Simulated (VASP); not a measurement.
Write the native input for VASP 6.6.1 that does the following.

```yaml
Task: single point
Functional: PBEsol
Potentials_or_basis: VASP PAW PBE potentials, release 64 (Ta_sv_GW)
Cutoff: 400 eV
k_mesh: 17 × 17 × 9
Occupations: fermi-dirac, width 0.1 eV
Spin: no spin polarisation
Dipole_correction: no
k_mesh_for_the_DOS: 26 × 26 × 14
Occupations_for_the_DOS: tetrahedron
Further_INCAR_settings: ALGO = Normal; EDIFF = 1e-06
```

Ta:

```
Ta
1.0
     2.44814    0.00000    0.00000
    -1.22407    2.12015    0.00000
     0.00000    0.00000    4.19227
Ta
2
Direct
  0.33333 0.66667 0.25000
  0.66667 0.33333 0.75000
```

This isn't the form of Ta at room conditions, which is bcc.

One way to write it, as run:

POSCAR

```
Ta
1.0
    2.4481354701      0.0000000000      0.0000000000
   -1.2240677351      2.1201475090      0.0000000000
    0.0000000000      0.0000000000      4.1922707373
Ta
2
Direct
    0.3333333333      0.6666666667      0.2500000000
    0.6666666667      0.3333333333      0.7500000000
```

INCAR.step1

```
SYSTEM = Ta
  ALGO = Normal
  EDIFF = 1E-6
  ENCUT = 400
  GGA = PS
  GGA_COMPAT = .False.
  ISIF = 2
  ISMEAR = -1
  LASPH = .True.
  LCHARG = .True.
  LMAXMIX = 4
  LORBIT = 11
  LREAL = .False.
  LWAVE = .False.
  NBANDS = 20
  NEDOS = 2001
  NELM = 120
  PREC = Accurate
  SIGMA = 0.1
```

KPOINTS.step1

```
k-points
0
Gamma
  17 17 9
  0 0 0
```

INCAR.step2

```
SYSTEM = Ta
  ALGO = Normal
  EDIFF = 1E-6
  ENCUT = 400
  GGA = PS
  GGA_COMPAT = .False.
  ICHARG = 11
  ISIF = 2
  ISMEAR = -5
  LASPH = .True.
  LCHARG = .False.
  LMAXMIX = 4
  LORBIT = 11
  LREAL = .False.
  LWAVE = .False.
  NEDOS = 2001
  NELM = 120
  PREC = Accurate
  SIGMA = 0.1
```

KPOINTS.step2

```
k-points
0
Gamma
  26 26 14
  0 0 0
```

Potentials or basis: VASP PAW PBE potentials, release 64 (Ta_sv_GW).

The run is started by

```bash
$ cat potpaw_PBE.64/Ta_sv_GW/POTCAR > POTCAR
$ cp INCAR.step1 INCAR
$ cp KPOINTS.step1 KPOINTS
$ mpirun -np 1 vasp_std > vasp.out
$ cp INCAR.step2 INCAR
$ cp KPOINTS.step2 KPOINTS
$ mpirun -np 1 vasp_std > vasp.out
```

Wall time 60 s on 1 thread of Intel(R) Xeon(R) 6975P-C (Granite Rapids), on a shared host, peak memory 0.26 GiB.
